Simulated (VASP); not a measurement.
The system is LiCl.

```
Li Cl
1.0
     0.00000    2.73304    2.73304
     2.73304    0.00000    2.73304
     2.73304    2.73304    0.00000
Li Cl
1 1
Direct
  0.00000 0.00000 0.00000
  0.25000 0.25000 0.25000
```

Program: VASP 6.6.1. Alike in all runs: task single point; potentials or basis VASP PAW PBE potentials, release 64 (Li_sv, Cl); no spin polarisation; cell as given; cutoff (eV) 520. Hardware: 1 thread of AMD EPYC 9R14 (Zen 4) (shared host).

**Question.** Order these runs on this cell by their wall time, lowest first.
A. level PBE; k mesh 8 × 8 × 8; smearing fermi-dirac 0.02 eV
B. level HSE06; k mesh 6 × 6 × 6; smearing gaussian 0.01 eV; grid for exact exchange (PRECFOCK) Normal; screening parameter 0.2079 1/Å
C. level r2SCAN; k mesh 8 × 8 × 8; smearing gaussian 0.01 eV

**Answer.** A (10 s), C (52 s), B (690 s).
